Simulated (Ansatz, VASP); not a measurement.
## GdO in VASP and in Ansatz

INCAR

```
SYSTEM = GdO
  ALGO = Normal
  EDIFF = 1E-7
  ENCUT = 520
  GGA = PS
  ISIF = 2
  ISMEAR = -1
  ISPIN = 2
  LASPH = .TRUE.
  LCHARG = .FALSE.
  LMAXMIX = 6
  LORBIT = 11
  LREAL = .FALSE.
  LWAVE = .FALSE.
  MAGMOM = 7 0
  NBANDS = 23
  NELM = 150
  PREC = Accurate
  SIGMA = 0.08
```

Contents of KPOINTS:

```
k-points
0
G
  13 13 13
  0 0 0
```

POSCAR

```
GdO
1.0
    0.0000000000      2.6415636100      2.6415636100
    2.6415636100      0.0000000000      2.6415636100
    2.6415636100      2.6415636100      0.0000000000
Gd O
1 1
Direct
    0.0000000000      0.0000000000      0.0000000000
    0.7500000000      0.7500000000      0.7500000000
```

Input for Ansatz:

```yaml
crystal:
  lattice:
    - [0.0, 2.64156361, 2.64156361]
    - [2.64156361, 0.0, 2.64156361]
    - [2.64156361, 2.64156361, 0.0]
  atoms:
    - { symbol: Gd, position: [0.0, 0.0, 0.0], spin: 7.0 }
    - { symbol: O, position: [0.75, 0.75, 0.75] }
magnetization:
  spin_polarized: true
kpoints:
  mp_grid: { grid: [13, 13, 13] }
scf:
  occupations: { method: fermi_dirac, width: 0.08 }
hamiltonian:
  xc: pbesol
  pseudopotentials: { kind: all_electron, lapw: { basis_error: 0.001 } }
output:
  forces: true
  stress: true
  eigenvalues: true
```

Change from the starting cell: volume scaled by 0.9405.

Alike in both runs: task single point; functional PBEsol; k mesh 13 × 13 × 13; occupations fermi-dirac, width 0.08 eV; collinear spin.

```csv
,VASP,Ansatz
version,VASP 6.6.1,Ansatz 0.2.0
potentials or method,"VASP PAW PBE potentials, release 64 (Gd, O), cutoff 520 eV","all-electron LAPW, scalar-relativistic"
```

```csv
,VASP,Ansatz,Ansatz less VASP
pressure (GPa),2.1,1.9,-0.20
net moment per atom (μB),3.74,3.73,-0.009
size of the moment on the site where the two differ most (μB),6.85,6.98,+0.128
```

VASP's potentials were made for PBE, not for PBEsol. Site moments also hang on the region over which each program counts them. Ansatz ran all-electron here, and VASP with PAW potentials.

Neither program's run includes spin-orbit coupling.
